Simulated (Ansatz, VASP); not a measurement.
One calculation of SiNi, two programs

```
CELL_PARAMETERS angstrom
4.46501 0.00000 0.00000
0.00000 4.46501 0.00000
0.00000 0.00000 4.46501
ATOMIC_POSITIONS crystal
Si 0.65304 0.15304 0.34696
Si 0.15304 0.34696 0.65304
Si 0.34696 0.65304 0.15304
Si 0.84696 0.84696 0.84696
Ni 0.35127 0.85127 0.64873
Ni 0.85127 0.64873 0.35127
Ni 0.64873 0.35127 0.85127
Ni 0.14873 0.14873 0.14873
```

Alike in both runs: functional r2SCAN; k mesh 8 × 8 × 8; occupations gaussian, width 0.1 eV; no spin polarisation.

Ansatz relaxed the structure, and its values are those at the end. VASP's run is a single point on that final structure, the one shown.

|  | VASP | Ansatz |
| --- | --- | --- |
| version | VASP 6.6.1 | Ansatz 0.2.0 |
| potentials or method | VASP PAW PBE potentials, release 64 (Si, Ni), cutoff 520 eV | scalar-relativistic, plane waves, PAW |
| valence electrons in the cell | 56 | 88 |

```tsv
	VASP	Ansatz	Ansatz less VASP
gap on the k mesh at the Fermi level (eV)	none	none	-
pressure (GPa)	0.1	0.0	-0.13
```

VASP's potentials were made for PBE, not for r2SCAN. A gap of «none» marks a metal or a gap that the smearing closes. VASP's potentials hold 56 valence electrons a cell and Ansatz's 88, so a difference there can come from the potentials and not from the codes.
